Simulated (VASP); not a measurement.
Wanted: the native input for a VASP 6.6.1 run.

- Task: single point
- Functional: PBEsol
- Potentials or basis: VASP PAW PBE potentials, release 64 (Ca_sv, O)
- Cutoff: 520 eV
- k mesh: 10 × 10 × 10
- Occupations: fermi-dirac, width 0.05 eV
- Spin: no spin polarisation
- Dipole correction: no
- Further INCAR settings: ALGO = Normal; EDIFF = 1e-07; NBANDS = 15

The structure of CaO lies in POSCAR:

```
CaO
1.0
    0.0000000000      2.2475348998      2.2475348998
    2.2475348998      0.0000000000      2.2475348998
    2.2475348998      2.2475348998      0.0000000000
Ca O
1 1
Direct
    0.0000000000      0.0000000000      0.0000000000
    0.5000000000      0.5000000000      0.5000000000
```

The input as run:

INCAR

```
SYSTEM = CaO
  ALGO = Normal
  EDIFF = 1E-7
  ENCUT = 520
  GGA = PS
  ISIF = 2
  ISMEAR = -1
  LASPH = .True.
  LCHARG = .True.
  LELF = .True.
  LREAL = .False.
  LVHAR = .True.
  LWAVE = .False.
  NBANDS = 15
  NELM = 60
  PREC = Accurate
  SIGMA = 0.05
```

KPOINTS

```
k-points
0
Gamma
  10 10 10
  0 0 0
```

Potentials or basis: VASP PAW PBE potentials, release 64 (Ca_sv, O).

Run with:

```console
$ cat potpaw_PBE.64/Ca_sv/POTCAR potpaw_PBE.64/O/POTCAR > POTCAR
$ mpirun -np 1 vasp_std > vasp.out
```

It gave:

```json
{"Pressure": "31.4 GPa", "Band gap on the k mesh": "3.33 eV, indirect (least direct gap 3.62 eV)"}
```

Caveat: the PAW data sets were made with another functional, which shifts forces and pressure a little.

Run time: 14 s on 1 thread of AMD EPYC 9R14 (Zen 4), on a shared host, peak memory 0.12 GiB.
